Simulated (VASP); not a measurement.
# GaMo (P4/nmm) in VASP: further runs

The runs below take GaMo through single point, with PBE.

Program: VASP 6.6.1. These are calculated values, not measurements. Logs are shortened: lines on timing, memory, paths and dates and some standing lists are left out, and cuts for length are marked.

### 1 The cell of the first run

It takes space group P4/nmm (No. 129, tetragonal). Conventional cell: a = 3.229 Å, b = 3.229 Å, c = 5.609 Å, α = 90.00°, β = 90.00°, γ = 90.00°. Ga (site symmetry 4mm) has 8 Ga at 2.65 to 3.23 Å and 6 Mo at 2.71 to 2.81 Å within 3.5 Å. Within 3.5 Å of Mo (site symmetry 4mm) lie 8 Mo at 2.64 to 3.23 Å and 6 Ga at 2.71 to 2.81 Å.

### 2 Single point, PBE (14.62 Å³/atom)

Input file INCAR:

```
SYSTEM = GaMo
PREC = Accurate
ENCUT = 520
EDIFF = 1E-6
ISMEAR = 0
SIGMA = 0.1
LREAL = .False.
LASPH = .True.
NELM = 80
ALGO = Fast
ISIF = 2
LWAVE = .False.
LCHARG = .False.
GGA = PE
NBANDS = 35
```

Input file KPOINTS:

```
Automatic mesh
0
Gamma
  12 12 6
  0 0 0
```

Input file POSCAR:

```
GaMo
1.0
    3.2287170564      0.0000000000      0.0000000000
    0.0000000000      3.2287170564      0.0000000000
    0.0000000000      0.0000000000      5.6090869443
Ga Mo
2 2
Direct
    0.0000000000      0.5000000000      0.6199813402
    0.5000000000      0.0000000000      0.3800186598
    0.5000000000      0.0000000000      0.8812245194
    0.0000000000      0.5000000000      0.1187754806
```

Potentials or basis: VASP PAW PBE potentials, release 64 (Ga_d, Mo_sv).

The run is started by

```sh
$ cat potpaw_PBE.64/Ga_d/POTCAR potpaw_PBE.64/Mo_sv/POTCAR > POTCAR
$ mpirun -np 1 vasp_std > vasp.out
```

OUTCAR:

```text
SYSTEM = GaMo
   PREC = Accurate
   ENCUT = 520
   EDIFF = 1E-6
   ISMEAR = 0
   LREAL = .False.
   LASPH = .True.
   NELM = 80
   ISIF = 2
   GGA = PE

 ion  position               nearest neighbor table
   1  0.000  0.500  0.620-   2 2.65   2 2.65   2 2.65   2 2.65   3 2.71   3 2.71   3 2.71   3 2.71
                             4 2.80   4 2.81
   2  0.500  0.000  0.380-   1 2.65   1 2.65   1 2.65   1 2.65   4 2.71   4 2.71   4 2.71   4 2.71
                             3 2.80   3 2.81
   3  0.500  0.000  0.881-   4 2.64   4 2.64   4 2.64   4 2.64   1 2.71   1 2.71   1 2.71   1 2.71
                             2 2.80   2 2.81
   4  0.000  0.500  0.119-   3 2.64   3 2.64   3 2.64   3 2.64   2 2.71   2 2.71   2 2.71   2 2.71
                             1 2.80   1 2.81

  LATTYP: Found a simple tetragonal cell.
 ALAT       =     3.2287170564
 C/A-ratio  =     1.7372494543

  Lattice vectors:

 A1 = (   3.2287170564,   0.0000000000,   0.0000000000)
 A2 = (   0.0000000000,   3.2287170564,   0.0000000000)
 A3 = (   0.0000000000,   0.0000000000,   5.6090869443)

Analysis of symmetry for initial positions (statically):
=====================================================================
 Subroutine PRICEL returns:
 Original cell was already a primitive cell.

 Routine SETGRP: Setting up the symmetry group for a
 simple tetragonal supercell.

 Subroutine GETGRP returns: Found 16 space group operations
 (whereof  8 operations were pure point group operations)
 out of a pool of 16 trial point group operations.

The static configuration has the point symmetry D_2d.
 The point group associated with its full space group is D_4h.

Analysis of symmetry for dynamics (positions and initial velocities):
=====================================================================
 Subroutine PRICEL returns:
 Original cell was already a primitive cell.

 Routine SETGRP: Setting up the symmetry group for a
 simple tetragonal supercell.

 Subroutine GETGRP returns: Found 16 space group operations
 (whereof  8 operations were pure point group operations)
 out of a pool of 16 trial point group operations.

The dynamic configuration has the point symmetry D_2d.
 The point group associated with its full space group is D_4h.

 Subroutine INISYM returns: Found 16 space group operations
 (whereof  8 operations are pure point group operations),
 and found     1 'primitive' translations

----------------------------------------------------------------------------------------

                                     Primitive cell

  volume of cell :      58.4726

[... 88 lines left out ...]
   LSORBIT =      F    spin-orbit coupling
   LASPH  =      T    aspherical Exc in radial PAW
   ENCUT  =  520.0 eV  38.22 Ry    6.18 a.u.   6.00  6.00 10.43*2*pi/ulx,y,z
   NELM   =     80;   NELMIN=  2; NELMDL= -5     # of ELM steps
   EDIFF  = 0.1E-05   stopping-criterion for ELM
   LREAL  =      F    real-space projection
[... 7 lines left out ...]
   TEBEG  =    0.0;   TEEND  =   0.0 temperature during run
   PSTRESS=    0.0 pullay stress
   NELECT =      54.0000    total number of electrons
   NUPDOWN=      -1.0000    fix difference up-down
   EMIN   =  10.00;   EMAX   =-10.00  energy-range for DOS
   EFERMI =   0.00;   METHOD = LEGACY
   ISMEAR =     0;   SIGMA  =   0.10  broadening in eV -4-tet -1-fermi 0-gaus
   EFERMI_NEDOS =   21; number of points for ismear=-14 and -15
   IALGO  =     68    algorithm
   IMIX   =      4    mixing-type and parameters
     AMIX     =   0.40;   BMIX     =  1.00
     AMIX_MAG =   1.60;   BMIX_MAG =  1.00
  volume/ion in A,a.u.               =      14.62        98.65
  Fermi-wavevector in a.u.,A,eV,Ry     =   1.594246  3.012688 34.580849  2.541621
  Thomas-Fermi vector in A             =   2.692350
   LORBIT       =      0    0 simple, 1 ext, 2 COOP (PROOUT), +10 PAW based schemes
   GGA     = PE    functional components
   LHFCALC =     F    Hartree Fock is set to
   AEXX    =    0.0000 exact exchange contribution
   IVDW    =     0    specifies the selected vdW correction
   LEPSILON=     F    determine dielectric tensor
   LRPA    =     F    only Hartree local field effects (RPA)
 non-spin polarized calculation
 RMM-DIIS sequential band-by-band and
 Gauss-broadening in eV      SIGMA  =   0.10
  energy-cutoff  :      520.00
  volume of cell :       58.47
 maximum number of plane-waves:      1616
   NGX = 13   NGY = 13   NGZ = 21

 number of electron      54.0000018 magnetization

 Free energy of the ion-electron system (eV)
  ---------------------------------------------------
  ext. energy  EPLUGINS =         0.00000000
  ---------------------------------------------------
  free energy    TOTEN  =       -27.80738674 eV

  energy without entropy =      -27.79579387  energy(sigma->0) =      -27.80159031

 E-fermi :  10.4651     XC(G=0): -13.0745

 val. band max:       10.4564206255   @ k =   0.3333   0.3333   0.5000
 cond. band min:      10.4695161256   @ k =   0.5000   0.3333   0.5000
 fundamental gap:      0.0130955001
 Fermi energy:        10.4651473385

 k-point     1 :       0.0000    0.0000    0.0000
  band No.  band energies     occupation
      1     -50.2401      2.00000
      2     -49.9162      2.00000
      3     -24.5162      2.00000
      4     -24.5162      2.00000
      5     -24.3973      2.00000
      6     -23.9960      2.00000
[... 901 lines left out ...]
     34      15.7250      0.00000
     35      17.1581      0.00000

 [... further k-points ...]

------------------------ aborting loop because EDIFF is reached ----------------------------------------

  FORCE on cell =-STRESS in cart. coord.  units (eV):
  Direction    XX          YY          ZZ          XY          YZ          ZX
  --------------------------------------------------------------------------------------
  -------------------------------------------------------------------------------------
  Total        4.5339773      4.5339773      4.5455710      0.0000000      0.0000000      0.0000000
  in kB      124.2332293    124.2332293    124.5509026      0.0000000      0.0000000      0.0000000
  external PRESSURE =     124.3391204 kB  Pullay stress =       0.0000000 kB

 VOLUME and BASIS-vectors are now :
 -----------------------------------------------------------------------------
  energy-cutoff  :      520.00
  volume of cell :       58.47
      direct lattice vectors                 reciprocal lattice vectors
     3.228717056  0.000000000  0.000000000     0.309720543  0.000000000  0.000000000
     0.000000000  3.228717056  0.000000000     0.000000000  0.309720543  0.000000000
     0.000000000  0.000000000  5.609086944     0.000000000  0.000000000  0.178282136

 POSITION                                       TOTAL-FORCE (eV/Angst)
 -----------------------------------------------------------------------------------
      0.00000      1.61436      3.47753        -0.000000      0.000000     -0.012370
      1.61436      0.00000      2.13156         0.000000      0.000000      0.012370
      1.61436      0.00000      4.94286         0.000000      0.000000     -0.008022
      0.00000      1.61436      0.66622        -0.000000      0.000000      0.008022
 -----------------------------------------------------------------------------------
    total drift:                                0.000000      0.000000      0.000000

  FREE ENERGIE OF THE ION-ELECTRON SYSTEM (eV)
  ---------------------------------------------------
  free  energy   TOTEN  =       -27.8073867445 eV

  energy  without entropy=      -27.7957938721  energy(sigma->0) =      -27.80159031
```

OSZICAR:

```text
N       E                     dE             d eps       ncg     rms          rms(c)
DAV:   1     0.631923050336E+03    0.63192E+03   -0.28656E+04  8961   0.272E+03
DAV:   2     0.342445038458E+02   -0.59768E+03   -0.58126E+03  8331   0.636E+02
DAV:   3    -0.270264087487E+02   -0.61271E+02   -0.59456E+02  9222   0.178E+02
DAV:   4    -0.289957838243E+02   -0.19694E+01   -0.19366E+01  9391   0.328E+01
DAV:   5    -0.290389339838E+02   -0.43150E-01   -0.43049E-01  9770   0.498E+00    0.215E+01
RMM:   6    -0.279667635368E+02    0.10722E+01   -0.24707E+00 10151   0.972E+00    0.697E+00
RMM:   7    -0.278178562736E+02    0.14891E+00   -0.87730E-01 10954   0.558E+00    0.143E+00
RMM:   8    -0.278120487741E+02    0.58075E-02   -0.10371E-01 11918   0.186E+00    0.827E-01
RMM:   9    -0.278083085689E+02    0.37402E-02   -0.27805E-02 11318   0.120E+00    0.361E-01
RMM:  10    -0.278072761065E+02    0.10325E-02   -0.59792E-03 12481   0.464E-01    0.521E-02
RMM:  11    -0.278073722016E+02   -0.96095E-04   -0.16066E-03 12560   0.195E-01    0.760E-02
RMM:  12    -0.278073809909E+02   -0.87893E-05   -0.24746E-04 11771   0.963E-02    0.113E-02
RMM:  13    -0.278073853022E+02   -0.43113E-05   -0.61488E-05 12041   0.468E-02    0.880E-03
RMM:  14    -0.278073863302E+02   -0.10280E-05   -0.16138E-05  9200   0.215E-02    0.388E-03
RMM:  15    -0.278073867445E+02   -0.41427E-06   -0.45773E-06  7468   0.115E-02
   1 F= -.27807387E+02 E0= -.27801590E+02  d E =-.115929E-01
```

stdout:

```text
POSCAR found type information on POSCAR GaMo
 POSCAR found :  2 types and       4 ions
 scaLAPACK will be used
 LDA part: xc-table for (Slater+PW92), standard interpolation
 POSCAR, INCAR and KPOINTS ok, starting setup
 FFT: planning ... GRIDC
 FFT: planning ... GRID_SOFT
 FFT: planning ... GRID
 WAVECAR not read
 entering main loop
```

Wall time 5.1 min (1 thread of Intel Xeon Platinum 8259CL at 2.50GHz (Skylake/Cascade Lake), shared host); peak memory 0.3 GiB.

What came out:

* Free energy: -27.8074 eV
* Pressure: 12.4 GPa
* Largest force: 0.012 eV/Å
* Band gap on the k mesh: zero (bands 27 and 28 overlap by 2.26 eV)

Forces on the atoms (eV/Å):
```
Ga   0.000  0.000 -0.012
Ga   0.000  0.000  0.012
Mo   0.000  0.000 -0.008
Mo   0.000  0.000  0.008
```

Levels at points of the mesh, in eV from the Fermi level:
```
           k point  band 23  band 24  band 25  band 26  band 27  band 28  band 29  band 30  band 31  band 32
(0.00, 0.00, 0.00)    -1.09    -0.90    -0.90    -0.84     0.25     0.77     0.77     2.93     3.17     3.26
(0.50, 0.00, 0.00)    -2.07    -2.07    -1.14    -1.14     0.64     0.64     2.20     2.20     2.33     2.33
(0.50, 0.50, 0.00)    -1.53    -1.53    -1.08    -1.08    -0.96    -0.96     2.18     2.18     2.43     2.43
(0.00, 0.00, 0.50)    -0.84    -0.48    -0.48    -0.38    -0.38    -0.17     0.12     3.16     3.70     5.86
(0.50, 0.00, 0.50)    -3.07    -3.07    -2.20    -2.20     1.30     1.30     2.77     2.77     2.81     2.81
(0.50, 0.50, 0.50)    -2.49    -2.49    -2.18    -2.18     1.17     1.17     1.99     1.99     2.43     2.43
```

Caveat: the cell stands under pressure.

### 3 Single point, PBE (15.08 Å³/atom)

This run uses another cell than the first one, of 15.08 Å³/atom.

Input file INCAR:

```
SYSTEM = GaMo
PREC = Accurate ; ENCUT = 520
EDIFF = 1E-7 ; ISMEAR = 0
SIGMA = 0.1 ; LREAL = .FALSE.
LASPH = .TRUE. ; NELM = 60
ALGO = Fast ; ISIF = 2
LWAVE = .FALSE. ; LCHARG = .FALSE.
GGA = PE ; NBANDS = 35
```

Input file KPOINTS:

```
Automatic mesh
0
G
  12 12 6
  0 0 0
```

Input file POSCAR:

```
GaMo
1.0
    3.2640075168      0.0000000000      0.0000000000
    0.0000000000      3.2640075168      0.0000000000
    0.0000000000      0.0000000000      5.6636150619
Ga Mo
2 2
Direct
    0.0000000000      0.5000000000      0.6210366926
    0.5000000000      0.0000000000      0.3789633074
    0.5000000000      0.0000000000      0.8822832498
    0.0000000000      0.5000000000      0.1177167502
```

Potentials or basis: VASP PAW PBE potentials, release 64 (Ga_d, Mo_sv).

The run is started by

```sh
$ cat potpaw_PBE.64/Ga_d/POTCAR potpaw_PBE.64/Mo_sv/POTCAR > POTCAR
$ mpirun -np 1 vasp_std > vasp.out
```

Wall time 4 min (1 thread of Intel Xeon Platinum 8259CL at 2.50GHz (Skylake/Cascade Lake), shared host); peak memory 0.3 GiB.

The run converged. Its results:

| Quantity | Value |
| --- | --- |
| Free energy | -27.9134 eV |
| Pressure | 5.9 GPa |
| Largest force | 0.012 eV/Å |
| Band gap on the k mesh | zero (bands 27 and 28 overlap by 2.25 eV) |

Forces in eV/Å, atoms in the order of the input:
```
Ga   0.000  0.000 -0.012
Ga   0.000  0.000  0.012
Mo   0.000  0.000 -0.007
Mo   0.000  0.000  0.007
```

Levels at points of the mesh, in eV from the Fermi level:
| k point | band 23 | band 24 | band 25 | band 26 | band 27 | band 28 | band 29 | band 30 | band 31 | band 32 |
| --- | --- | --- | --- | --- | --- | --- | --- | --- | --- | --- |
| (0.00, 0.00, 0.00) | -1.06 | -0.86 | -0.85 | -0.85 | 0.30 | 0.70 | 0.70 | 2.77 | 3.06 | 3.17 |
| (0.50, 0.00, 0.00) | -2.03 | -2.03 | -1.15 | -1.15 | 0.65 | 0.65 | 2.07 | 2.07 | 2.26 | 2.26 |
| (0.50, 0.50, 0.00) | -1.53 | -1.53 | -1.09 | -1.09 | -0.97 | -0.97 | 2.05 | 2.05 | 2.31 | 2.31 |
| (0.00, 0.00, 0.50) | -0.86 | -0.46 | -0.46 | -0.37 | -0.37 | -0.22 | 0.18 | 3.06 | 3.50 | 5.65 |
| (0.50, 0.00, 0.50) | -2.98 | -2.98 | -2.15 | -2.15 | 1.29 | 1.29 | 2.64 | 2.64 | 2.71 | 2.71 |
| (0.50, 0.50, 0.50) | -2.45 | -2.45 | -2.09 | -2.09 | 1.07 | 1.07 | 1.82 | 1.82 | 2.31 | 2.31 |

Caveat: the cell stands under pressure.

### 4 Single point, PBE

This run uses another cell than the first one, of 15.55 Å³/atom.

Input file INCAR:

```
ALGO = Fast
EDIFF = 1E-7
ENCUT = 520
GGA = PE
ISIF = 2
ISMEAR = 0
LASPH = T
LCHARG = T
LELF = T
LREAL = F
LVHAR = T
LWAVE = F
NBANDS = 35
NELM = 80
PREC = Accurate
SIGMA = 0.1
```

Input file KPOINTS:

```
k-points
0
Gamma
  12 12 6
```

Input file POSCAR:

```
GaMo
1.0
    3.2982017045      0.0000000000      0.0000000000
    0.0000000000      3.2982017045      0.0000000000
    0.0000000000      0.0000000000      5.7183386394
Ga Mo
2 2
Direct
    0.0000000000      0.5000000000      0.6221246418
    0.5000000000      0.0000000000      0.3778753582
    0.5000000000      0.0000000000      0.8834537061
    0.0000000000      0.5000000000      0.1165462939
```

The run is started by

```sh
$ cat potpaw_PBE.64/Ga_d/POTCAR potpaw_PBE.64/Mo_sv/POTCAR > POTCAR
$ mpirun -np 1 vasp_std > vasp.out
```

It took 7.2 min on 1 thread of Intel Xeon Platinum 8259CL at 2.50GHz (Skylake/Cascade Lake), shared host; peak memory 0.33 GiB.

The run converged. Its results:

- Free energy: -27.9496 eV
- Pressure: 0.4 GPa
- Largest force: 0.009 eV/Å
- Band gap on the k mesh: zero (bands 27 and 28 overlap by 2.24 eV)

Forces in eV/Å, atoms in the order of the input:
```
Ga   0.000  0.000 -0.007
Ga   0.000  0.000  0.007
Mo   0.000  0.000 -0.009
Mo   0.000  0.000  0.009
```

Levels at points of the mesh, in eV from the Fermi level:
| k point | band 25 | band 26 | band 27 | band 28 | band 29 | band 30 |
| --- | --- | --- | --- | --- | --- | --- |
| (0.00, 0.00, 0.00) | -0.80 | -0.80 | 0.35 | 0.64 | 0.64 | 2.62 |
| (0.50, 0.00, 0.00) | -1.15 | -1.15 | 0.66 | 0.66 | 1.95 | 1.95 |
| (0.50, 0.50, 0.00) | -1.09 | -1.09 | -0.97 | -0.97 | 1.93 | 1.93 |
| (0.00, 0.00, 0.50) | -0.44 | -0.36 | -0.36 | -0.28 | 0.23 | 2.97 |
| (0.50, 0.00, 0.50) | -2.10 | -2.10 | 1.27 | 1.27 | 2.51 | 2.51 |
| (0.50, 0.50, 0.50) | -2.00 | -2.00 | 0.98 | 0.98 | 1.67 | 1.67 |

### 5 The runs side by side

```tsv
cell	further INCAR settings	gap on the mesh (eV)	pressure (GPa)	largest force (eV/Å)
a = 3.229, b = 3.229, c = 5.609 Å, 4 atoms, atomic positions A	ALGO = Fast; EDIFF = 1e-06; NBANDS = 35	none	12.4	0.01
a = 3.264, b = 3.264, c = 5.664 Å, 4 atoms, atomic positions B	ALGO = Fast; EDIFF = 1e-07; NBANDS = 35	none	5.9	0.01
a = 3.298, b = 3.298, c = 5.718 Å, 4 atoms, atomic positions C	ALGO = Fast; EDIFF = 1e-07; NBANDS = 35	none	0.4	0.01
```

Alike in all rows: task single point; level PBE; potentials or basis VASP PAW PBE potentials, release 64 (Ga_d, Mo_sv); no spin polarisation; k mesh 12 × 12 × 6; cutoff (eV) 520; smearing gaussian 0.1 eV.

Caveats: the cell stands under pressure (at least some runs).

Total energies depend on the potentials used, so only differences within one code and one set of settings carry meaning.
